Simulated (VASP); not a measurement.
# Al3Cu (P4/mmm) in VASP: a series of runs

Runs on Al3Cu. Level: PBEsol. Tasks: single point.

Program: VASP 6.6.1. These are calculated values, not measurements. Logs are shortened: lines on timing, memory, paths and dates and some standing lists are left out, and cuts for length are marked.

**1. The cell of the first run**

It takes space group P4/mmm (No. 123, tetragonal). The conventional cell has a = 2.778 Å, b = 2.778 Å, c = 7.513 Å, α = 90.00°, β = 90.00°, γ = 90.00°. Within 4.0 Å of Al (site symmetry 4/mmm) lie 16 Al at 2.78 to 3.93 Å and 2 Cu at 3.76 Å. Al (site symmetry 4mm) has 4 Cu at 2.60 Å and 9 Al at 2.78 to 3.40 Å within 3.4 Å. Cu (site symmetry 4/mmm) has 8 Al at 2.60 Å and 4 Cu at 2.78 Å within 3.4 Å.

**2. Single point, PBEsol**

Contents of INCAR:

```
SYSTEM = Al3Cu
PREC     = Accurate       ! precision mode
ENCUT    = 600            ! plane-wave cutoff, eV
EDIFF    = 1E-6           ! SCF threshold, eV
ISMEAR   = 1              ! smearing method
SIGMA    = 0.05           ! smearing width, eV
LREAL    = .False.        ! projectors in reciprocal space
LASPH    = .True.         ! aspherical terms in the spheres
NELM     = 120            ! most SCF steps
ALGO     = Normal         ! electronic algorithm
ISIF     = 2              ! what is computed and relaxed
LWAVE    = .False.        ! write WAVECAR
LCHARG   = .False.        ! write CHGCAR
GGA      = PS             ! functional
NBANDS   = 18             ! bands
GGA_COMPAT= .False.
```

Contents of KPOINTS:

```
Automatic mesh
0
Gamma
  3 3 2
  0 0 0
```

Contents of POSCAR:

```
Al3Cu
1.0
    2.7784050000      0.0000000000      0.0000000000
    0.0000000000      2.7784050000      0.0000000000
    0.0000000000      0.0000000000      7.5134030000
Al Cu
3 1
Direct
    0.0000000000      0.0000000000      0.5000000000
    0.5000000000      0.5000000000      0.2261160000
    0.5000000000      0.5000000000      0.7738840000
    0.0000000000      0.0000000000      0.0000000000
```

Potentials or basis: VASP PAW PBE potentials, release 64 (Al, Cu).

Command:

```
$ cat potpaw_PBE.64/Al/POTCAR potpaw_PBE.64/Cu/POTCAR > POTCAR
$ mpirun -np 1 vasp_std > vasp.out
```

OUTCAR:

```text
SYSTEM = Al3Cu
   PREC = Accurate
   ENCUT = 600
   EDIFF = 1E-6
   ISMEAR = 1
   LREAL = .False.
   LASPH = .True.
   NELM = 120
   ISIF = 2
   GGA = PS

 ion  position               nearest neighbor table
   1  0.000  0.000  0.500-   2 2.85   3 2.85   2 2.85   3 2.85   2 2.85   3 2.85   2 2.85   3 2.85

   2  0.500  0.500  0.226-   4 2.60   4 2.60   4 2.60   4 2.60   1 2.85   1 2.85   1 2.85   1 2.85

   3  0.500  0.500  0.774-   4 2.60   4 2.60   4 2.60   4 2.60   1 2.85   1 2.85   1 2.85   1 2.85

   4  0.000  0.000  0.000-   2 2.60   3 2.60   2 2.60   3 2.60   2 2.60   3 2.60   2 2.60   3 2.60

  LATTYP: Found a simple tetragonal cell.
 ALAT       =     2.7784050000
 C/A-ratio  =     2.7042144684

  Lattice vectors:

 A1 = (   2.7784050000,   0.0000000000,   0.0000000000)
 A2 = (   0.0000000000,   2.7784050000,   0.0000000000)
 A3 = (   0.0000000000,   0.0000000000,   7.5134030000)

Analysis of symmetry for initial positions (statically):
=====================================================================
 Subroutine PRICEL returns:
 Original cell was already a primitive cell.

 Routine SETGRP: Setting up the symmetry group for a
 simple tetragonal supercell.

 Subroutine GETGRP returns: Found 16 space group operations
 (whereof 16 operations were pure point group operations)
 out of a pool of 16 trial point group operations.

The static configuration has the point symmetry D_4h.

Analysis of symmetry for dynamics (positions and initial velocities):
=====================================================================
 Subroutine PRICEL returns:
 Original cell was already a primitive cell.

 Routine SETGRP: Setting up the symmetry group for a
 simple tetragonal supercell.

 Subroutine GETGRP returns: Found 16 space group operations
 (whereof 16 operations were pure point group operations)
 out of a pool of 16 trial point group operations.

The dynamic configuration has the point symmetry D_4h.

 Subroutine INISYM returns: Found 16 space group operations
 (whereof 16 operations are pure point group operations),
 and found     1 'primitive' translations

----------------------------------------------------------------------------------------

                                     Primitive cell

  volume of cell :      58.0000

  direct lattice vectors                    reciprocal lattice vectors
     2.778405000  0.000000000  0.000000000     0.359918730  0.000000000  0.000000000
     0.000000000  2.778405000  0.000000000     0.000000000  0.359918730  0.000000000
     0.000000000  0.000000000  7.513403000     0.000000000  0.000000000  0.133095483

  length of vectors
     2.778405000  2.778405000  7.513403000     0.359918730  0.359918730  0.133095483

  position of ions in fractional coordinates (direct lattice)
     0.000000000  0.000000000  0.500000000
     0.500000000  0.500000000  0.226116000
     0.500000000  0.500000000  0.773884000
     0.000000000  0.000000000  0.000000000

  ion indices of the primitive-cell ions
   primitive index   ion index
                 1           1
                 2           2
                 3           3
                 4           4

----------------------------------------------------------------------------------------

 KPOINTS: Automatic mesh

Automatic generation of k-mesh.
 Grid dimensions read from file:
 generate k-points for:    3    3    2

 Generating k-lattice:

  Cartesian coordinates                     Fractional coordinates (reciprocal lattice)
     0.119972910  0.000000000  0.000000000     0.333333333  0.000000000  0.000000000
     0.000000000  0.119972910  0.000000000     0.000000000  0.333333333  0.000000000
     0.000000000  0.000000000  0.066547741     0.000000000  0.000000000  0.500000000

  Length of vectors
     0.119972910  0.119972910  0.066547741

  Shift w.r.t. Gamma in fractional coordinates (k-lattice)
     0.000000000  0.000000000  0.000000000

 Subroutine IBZKPT returns following result:
 ===========================================

 Found      6 irreducible k-points:

 Following reciprocal coordinates:
            Coordinates               Weight
  0.000000  0.000000  0.000000      1.000000
  0.333333  0.000000  0.000000      4.000000
  0.333333  0.333333  0.000000      4.000000
  0.000000  0.000000  0.500000      1.000000
  0.333333  0.000000  0.500000      4.000000
  0.333333  0.333333  0.500000      4.000000
   k-points           NKPTS =      6   k-points in BZ     NKDIM =      6   number of bands    NBANDS=     18
   number of dos      NEDOS =    301   number of ions     NIONS =      4
   total plane-waves  NPLWV =  34560
   dimension x,y,z NGX =    24 NGY =   24 NGZ =   60
   dimension x,y,z NGXF=    48 NGYF=   48 NGZF=  120
   ions per type =               3   1
   NGX,Y,Z   is equivalent  to a cutoff of  14.36, 14.36, 13.28 a.u.
   NGXF,Y,Z  is equivalent  to a cutoff of  28.72, 28.72, 26.55 a.u.
 SYSTEM =  Al3Cu
   PREC   = accura    normal or accurate (medium, high low for compatibility)
   ISTART =      0    job   : 0-new  1-cont  2-samecut
   ICHARG =      2    charge: 1-file 2-atom 10-const
   ISPIN  =      1    spin polarized calculation?
   LNONCOLLINEAR =      F non collinear calculations
   LSORBIT =      F    spin-orbit coupling
   LASPH  =      T    aspherical Exc in radial PAW
   ENCUT  =  600.0 eV  44.10 Ry    6.64 a.u.   5.55  5.55 15.01*2*pi/ulx,y,z
   NELM   =    120;   NELMIN=  2; NELMDL= -5     # of ELM steps
   EDIFF  = 0.1E-05   stopping-criterion for ELM
   LREAL  =      F    real-space projection
   EDIFFG = 0.1E-04   stopping-criterion for IOM
   NSW    =      0    number of steps for IOM
   IBRION =     -1    ionic relax: 0-MD 1-quasi-New 2-CG
   NFREE  =      0    steps in history (QN), initial steepest desc. (CG)
   ISIF   =      2    stress and relaxation
   ISYM   =      2    0-nonsym 1-usesym 2-fastsym
   POTIM  = 0.5000    time-step for ionic-motion
   TEBEG  =    0.0;   TEEND  =   0.0 temperature during run
   PSTRESS=    0.0 pullay stress
   NELECT =      20.0000    total number of electrons
   NUPDOWN=      -1.0000    fix difference up-down
   EMIN   =  10.00;   EMAX   =-10.00  energy-range for DOS
   EFERMI =   0.00;   METHOD = LEGACY
   ISMEAR =     1;   SIGMA  =   0.05  broadening in eV -4-tet -1-fermi 0-gaus
   EFERMI_NEDOS =   21; number of points for ismear=-14 and -15
   IALGO  =     38    algorithm
   IMIX   =      4    mixing-type and parameters
     AMIX     =   0.40;   BMIX     =  1.00
     AMIX_MAG =   1.60;   BMIX_MAG =  1.00
  volume/ion in A,a.u.               =      14.50        97.85
  Fermi-wavevector in a.u.,A,eV,Ry     =   1.148001  2.169407 17.931201  1.317906
  Thomas-Fermi vector in A             =   2.284678
   LORBIT       =      0    0 simple, 1 ext, 2 COOP (PROOUT), +10 PAW based schemes
   GGA     = PS    functional components
   LHFCALC =     F    Hartree Fock is set to
   AEXX    =    0.0000 exact exchange contribution
   IVDW    =     0    specifies the selected vdW correction
   LEPSILON=     F    determine dielectric tensor
   LRPA    =     F    only Hartree local field effects (RPA)
 non-spin polarized calculation
 Methfessel and Paxton  Order N= 1 SIGMA  =   0.05
  energy-cutoff  :      600.00
  volume of cell :       58.00
 maximum number of plane-waves:      1974
 NGX is ok and might be reduce to    24
   NGX = 11   NGY = 11   NGZ = 31

 number of electron      20.0000017 magnetization

 Free energy of the ion-electron system (eV)
  ---------------------------------------------------
  ext. energy  EPLUGINS =         0.00000000
  ---------------------------------------------------
  free energy    TOTEN  =       -16.26337230 eV

  energy without entropy =      -16.26119511  energy(sigma->0) =      -16.26264657

 E-fermi :   8.2017     XC(G=0): -11.0009

 val. band max:        8.1553098416   @ k =   0.3333   0.3333   0.5000
 cond. band min:       8.2025950551   @ k =   0.3333   0.0000   0.0000
 fundamental gap:      0.0472852136
 Fermi energy:         8.2016611953

 k-point     1 :       0.0000    0.0000    0.0000
  band No.  band energies     occupation
      1      -2.7546      2.00000
      2      -0.2776      2.00000
      3      -0.0124      2.00000
      4       3.8342      2.00000
      5       3.9540      2.00000
      6       4.7121      2.00000
      7       4.7121      2.00000
      8       5.0956      2.00000
      9       6.8117      2.00000
     10       9.2057      0.00000
     11      14.8372      0.00000
     12      15.0995      0.00000
     13      15.0995      0.00000
     14      16.4763      0.00000
     15      17.5110      0.00000
     16      17.5110      0.00000
     17      17.6733      0.00000
     18      17.6733      0.00000

 k-point     2 :       0.3333    0.0000    0.0000
  band No.  band energies     occupation
      1      -0.6368      2.00000
      2       1.5404      2.00000
      3       2.0659      2.00000
      4       3.9621      2.00000
      5       4.1452      2.00000
      6       4.2466      2.00000
      7       4.7399      2.00000
      8       4.7861      2.00000
      9       6.1976      2.00000
     10       8.2026      0.96839
     11       8.9948     -0.00000
     12       9.4627      0.00000
     13      10.9631      0.00000
     14      15.2740      0.00000
     15      16.5288      0.00000
     16      17.0373      0.00000
     17      18.8730      0.00000
     18      19.2157      0.00000

 k-point     3 :       0.3333    0.3333    0.0000
  band No.  band energies     occupation
      1       1.3647      2.00000
      2       2.9321      2.00000
      3       3.3754      2.00000
      4       3.9943      2.00000
      5       4.5492      2.00000
      6       4.7048      2.00000
      7       4.9844      2.00000
      8       5.2359      2.00000
      9       7.1855      2.00000
     10       8.9787     -0.00000
     11       9.8233      0.00000
     12      10.0344      0.00000
     13      10.8305      0.00000
     14      11.5641      0.00000
     15      12.1276      0.00000
     16      12.9731      0.00000
     17      14.0276      0.00000
     18      16.0793      0.00000

 k-point     4 :       0.0000    0.0000    0.5000
  band No.  band energies     occupation
      1      -2.1454      2.00000
      2      -2.0389      2.00000
      3       2.5603      2.00000
      4       3.0348      2.00000
      5       3.8343      2.00000
      6       4.7121      2.00000
      7       4.7121      2.00000
      8       4.8938      2.00000
      9       5.0956      2.00000
     10      12.8724      0.00000
     11      14.3385      0.00000
     12      14.8318      0.00000
     13      15.6366      0.00000
     14      15.6366      0.00000
     15      15.8385      0.00000
     16      15.8385      0.00000
     17      16.3773      0.00000
     18      19.1330      0.00000

 k-point     5 :       0.3333    0.0000    0.5000
  band No.  band energies     occupation
      1      -0.0892      2.00000
      2       0.0775      2.00000
      3       3.4303      2.00000
      4       3.7931      2.00000
      5       4.0559      2.00000
      6       4.7399      2.00000
      7       4.7861      2.00000
      8       5.4474      2.00000
      9       5.7131      2.00000
     10       6.7813      2.00000
     11       7.3663      2.00000
     12      11.6262      0.00000
     13      11.8575      0.00000
     14      15.0446      0.00000
     15      16.0187      0.00000
     16      17.4126      0.00000
     17      17.9796      0.00000
     18      18.9631      0.00000

 k-point     6 :       0.3333    0.3333    0.5000
  band No.  band energies     occupation
      1       1.8595      2.00000
      2       1.9535      2.00000
      3       3.8900      2.00000
      4       3.9800      2.00000
      5       4.0067      2.00000
      6       4.7153      2.00000
      7       4.7939      2.00000
      8       7.5103      2.00000
      9       7.6808      2.00000
     10       7.7766      2.00000
     11       8.1553      2.03161
     12       9.3647      0.00000
     13      10.3590      0.00000
     14      13.0287      0.00000
     15      13.0728      0.00000
     16      14.0429      0.00000
     17      14.2034      0.00000
     18      14.8205      0.00000

------------------------ aborting loop because EDIFF is reached ----------------------------------------

  FORCE on cell =-STRESS in cart. coord.  units (eV):
  Direction    XX          YY          ZZ          XY          YZ          ZX
  --------------------------------------------------------------------------------------
  -------------------------------------------------------------------------------------
  Total        0.8851452      0.8851452     -2.3693217      0.0000000      0.0000000      0.0000000
  in kB       24.4510376     24.4510376    -65.4495755      0.0000000      0.0000000      0.0000000
  external PRESSURE =      -5.5158334 kB  Pullay stress =       0.0000000 kB

 VOLUME and BASIS-vectors are now :
 -----------------------------------------------------------------------------
  energy-cutoff  :      600.00
  volume of cell :       58.00
      direct lattice vectors                 reciprocal lattice vectors
     2.778405000  0.000000000  0.000000000     0.359918730  0.000000000  0.000000000
     0.000000000  2.778405000  0.000000000     0.000000000  0.359918730  0.000000000
     0.000000000  0.000000000  7.513403000     0.000000000  0.000000000  0.133095483

 POSITION                                       TOTAL-FORCE (eV/Angst)
 -----------------------------------------------------------------------------------
      0.00000      0.00000      3.75670        -0.000000     -0.000000      0.000000
      1.38920      1.38920      1.69890        -0.000000     -0.000000      0.239517
      1.38920      1.38920      5.81450         0.000000      0.000000     -0.239517
      0.00000      0.00000      0.00000        -0.000000     -0.000000      0.000000
 -----------------------------------------------------------------------------------
    total drift:                                0.000000      0.000000     -0.000000

  FREE ENERGIE OF THE ION-ELECTRON SYSTEM (eV)
  ---------------------------------------------------
  free  energy   TOTEN  =       -16.2633722972 eV

  energy  without entropy=      -16.2611951096  energy(sigma->0) =      -16.26264657
```

It took 6.2 s on 1 thread of Intel Xeon 6975P-C (Granite Rapids), shared host; peak memory 0.17 GiB.

What came out:

| Item | Value |
| --- | --- |
| Free energy | -16.2634 eV |
| Pressure | -0.6 GPa |
| Largest force | 0.240 eV/Å |
| Band gap on the k mesh | zero (bands 10 and 11 overlap by 5.51 eV) |

Forces on the atoms (eV/Å):
```
Al   0.000  0.000  0.000
Al   0.000  0.000  0.240
Al   0.000  0.000 -0.240
Cu   0.000  0.000  0.000
```

Caveat: the k points lie up to 0.75 Å⁻¹ apart, too coarse for converged energies and pressures of a metal; the PAW data sets were made with another functional, which shifts forces and pressure a little.

(Continued in part 2 of 2.)
